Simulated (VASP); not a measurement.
## C: relaxation of cell and atoms with LDA

C:

```
CELL_PARAMETERS angstrom
0.00000 1.76587 1.76587
1.76587 0.00000 1.76587
1.76587 1.76587 0.00000
ATOMIC_POSITIONS crystal
C 0.50000 0.50000 0.50000
C 0.75000 0.75000 0.75000
```

```json
{
  "Program": "VASP 6.6.1",
  "Task": "relaxation of cell and atoms",
  "Functional": "LDA",
  "Potentials or basis": "VASP PAW LDA potentials, release 64 (C)",
  "Cutoff": "600 eV",
  "k mesh": "12 × 12 × 12",
  "Occupations": "gaussian, width 0.01 eV",
  "Spin": "no spin polarisation",
  "Target pressure": "7 GPa",
  "Dipole correction": "no",
  "Further INCAR settings": "ALGO = Normal; EDIFF = 1e-07; IBRION = 2; EDIFFG = -0.001; NSW = 80; ISIF = 3"
}
```

```json
{"Relaxed volume": "5.44 Å³/atom", "Relaxed cell": "a = 2.487 Å, b = 2.487 Å, c = 2.487 Å, α = 60.00°, β = 60.00°, γ = 60.00°", "Space group after relaxing (to 0.1 Å)": "Fd-3m (No. 227)", "Energy change on relaxing (the run minimises the enthalpy)": "+1.7 meV/atom", "Ionic steps": "3", "Pressure after relaxing": "7.0 GPa", "Band gap on the k mesh": "4.23 eV (least direct gap 5.66 eV)"}
```

The path:
| step | energy change (eV) | largest force (eV/Å) | pressure (GPa) | volume (Å³) |
| --- | --- | --- | --- | --- |
| 1 | 0.0000 | 0.0000 | 0.83 | 11.01 |
| 2 | 0.0173 | 0.0000 | 16.10 | 10.68 |
| 3 | 0.0034 | 0.0000 | 6.97 | 10.87 |

Final structure:
```cif
data_structure
_symmetry_space_group_name_H-M 'P 1'
_symmetry_Int_Tables_number 1
_cell_length_a 2.4867
_cell_length_b 2.4867
_cell_length_c 2.4867
_cell_angle_alpha 60.000
_cell_angle_beta 60.000
_cell_angle_gamma 60.000
_cell_volume 10.87
loop_
_atom_site_label
_atom_site_type_symbol
_atom_site_fract_x
_atom_site_fract_y
_atom_site_fract_z
_atom_site_occupancy
C1 C 0.50000 0.50000 0.50000 1
C2 C 0.75000 0.75000 0.75000 1
```

Levels at points of the mesh, in eV from the valence-band top:
```tsv
k point	band 1	band 2	band 3	band 4	band 5	band 6	band 7	band 8
(0.00, 0.00, 0.00)	-21.89	0.00	0.00	0.00	5.66	5.66	5.66	14.54
(0.50, 0.00, 0.00)	-15.80	-13.84	-2.90	-2.90	8.56	8.56	9.60	15.79
(0.50, 0.50, 0.00)	-12.91	-12.91	-6.55	-6.55	4.80	4.80	17.27	17.27
```

Run time: 8.6 s on 1 thread of AMD EPYC 7R13 Processor (Zen 3), on a shared host, peak memory 0.08 GiB.

Caveat: the cell is relaxed towards a set pressure, so the run minimises the enthalpy, not the energy. LDA usually gives volumes a few per cent too small.
